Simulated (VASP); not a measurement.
Here is a VASP 6.6.1 calculation.

INCAR

```
SYSTEM = CaF2
PREC = Accurate ; ENCUT = 600
EDIFF = 1E-6 ; ISMEAR = 0
SIGMA = 0.01 ; LREAL = .FALSE.
LASPH = .TRUE. ; NELM = 120
ALGO = Normal ; ISIF = 2
LWAVE = .FALSE. ; LCHARG = .FALSE.
GGA = PE ; NBANDS = 19
GGA_COMPAT = .FALSE.
```

The input KPOINTS:

```
Automatic mesh
0
G
  4 4 4
  0 0 0
```

The input POSCAR:

```
CaF2
1.0
    0.0000000000      2.6108092549      2.6108092549
    2.6108092549      0.0000000000      2.6108092549
    2.6108092549      2.6108092549      0.0000000000
Ca F
1 2
Direct
    0.0000000000      0.0000000000      0.0000000000
    0.2500000000      0.2500000000      0.2500000000
    0.7500000000      0.7500000000      0.7500000000
```

Potentials or basis: VASP PAW PBE potentials, release 64 (Ca_sv, F).

Launch:

```bash
$ cat potpaw_PBE.64/Ca_sv/POTCAR potpaw_PBE.64/F/POTCAR > POTCAR
$ mpirun -np 1 vasp_std > vasp.out
```

What does it give for the band gap on the k mesh?

8.12 eV, indirect (least direct gap 8.40 eV).

Predict the pressure.

18.6 GPa.

Caveat: the k points lie up to 0.52 Å⁻¹ apart; the cell differs from its parent crystal (strain -4.0%). A k mesh can miss the band edges.
